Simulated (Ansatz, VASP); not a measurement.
AlN: VASP beside Ansatz

POSCAR

```
AlN
1.0
    4.3698012523      0.0000000000      0.0000000000
    0.0000000000      2.1849006262     -2.1849006262
    0.0000000000     10.7973425656     10.7973425656
Al N
6 6
Direct
    0.0000000000      0.0000000000      0.1517564359
    0.5000000000      0.5000000000      0.2529341383
    0.0000000000      0.0000000000      0.3541118407
    0.5000000000      0.5000000000      0.4552895431
    0.0000000000      0.0000000000      0.5564672456
    0.5000000000      0.5000000000      0.0505787334
    0.7500000000      0.0000000000      0.2529341383
    0.2500000000      0.5000000000      0.3541118407
    0.7500000000      0.0000000000      0.4552895431
    0.2500000000      0.5000000000      0.5564672456
    0.7500000000      0.0000000000      0.0505787334
    0.2500000000      0.5000000000      0.1517564359
```

INCAR.step1

```
PREC     = Accurate       # precision mode
ENCUT    = 520            # plane-wave cutoff, eV
ISMEAR   = 0              # smearing method
SIGMA    = 0.05           # smearing width, eV
LREAL    = F              # projectors in reciprocal space
LASPH    = T              # aspherical terms in the spheres
NELM     = 100            # most SCF steps
NBANDS   = 36             # bands
GGA      = PE             # functional
ALGO     = Normal         # electronic algorithm
EDIFF    = 1E-4           # SCF threshold, eV
LWAVE    = T              # write WAVECAR
LCHARG   = F              # write CHGCAR
```

Contents of INCAR.step2:

```
PREC     = Accurate       # precision mode
ENCUT    = 520            # plane-wave cutoff, eV
EDIFF    = 1E-7           # SCF threshold, eV
ISMEAR   = 0              # smearing method
SIGMA    = 0.05           # smearing width, eV
LREAL    = F              # projectors in reciprocal space
LASPH    = T              # aspherical terms in the spheres
NELM     = 100            # most SCF steps
ALGO     = Normal         # electronic algorithm
ISIF     = 2              # what is computed and relaxed
LWAVE    = F              # write WAVECAR
LCHARG   = F              # write CHGCAR
METAGGA  = R2SCAN         # meta-GGA
LMIXTAU  = T            
NBANDS   = 36             # bands
ISTART   = 1
```

File KPOINTS:

```
Automatic mesh
0
Gamma
  5 7 3
```

Input for Ansatz:

```yaml
crystal:
  lattice:
    - [4.3698012523, 0.0, 0.0]
    - [0.0, 2.1849006262, -2.1849006262]
    - [0.0, 10.7973425656, 10.7973425656]
  atoms:
    - { symbol: Al, position: [0.0, 0.0, 0.1517564359] }
    - { symbol: Al, position: [0.5, 0.5, 0.2529341383] }
    - { symbol: Al, position: [0.0, 0.0, 0.3541118407] }
    - { symbol: Al, position: [0.5, 0.5, 0.4552895431] }
    - { symbol: Al, position: [0.0, 0.0, 0.5564672456] }
    - { symbol: Al, position: [0.5, 0.5, 0.0505787334] }
    - { symbol: "N", position: [0.75, 0.0, 0.2529341383] }
    - { symbol: "N", position: [0.25, 0.5, 0.3541118407] }
    - { symbol: "N", position: [0.75, 0.0, 0.4552895431] }
    - { symbol: "N", position: [0.25, 0.5, 0.5564672456] }
    - { symbol: "N", position: [0.75, 0.0, 0.0505787334] }
    - { symbol: "N", position: [0.25, 0.5, 0.1517564359] }
basis:
  ecutwfc: 500
kpoints:
  mp_grid: { grid: [5, 7, 3] }
hamiltonian:
  xc: r2scan
scf:
  occupations: { method: gaussian, width: 0.05 }
output:
  forces: true
  stress: true
  eigenvalues: true
```

Alike in both runs: task single point; functional r2SCAN; k mesh 5 × 7 × 3; occupations gaussian, width 0.05 eV; no spin polarisation.

```csv
,VASP,Ansatz
version,VASP 6.6.1,Ansatz 0.2.0
potentials or method,"VASP PAW PBE potentials, release 64 (Al, N), cutoff 520 eV","scalar-relativistic, plane waves, PAW"
valence electrons in the cell,48,48
```

|  | VASP | Ansatz | Ansatz less VASP |
| --- | --- | --- | --- |
| gap on the k mesh at the Fermi level (eV) | 1.84 | 1.85 | +0.010 |
| least direct gap on the mesh (eV) | 2.12 | 2.13 | +0.008 |
| rms of the force components (eV/Å) | 0.969 | 0.967 | -0.0024 |

VASP's potentials were made for PBE, not for r2SCAN. Atom by atom the forces differ by 0.005 eV/Å (rms over components). With one functional, cell and mesh, what is left measures potentials, basis and numerics.
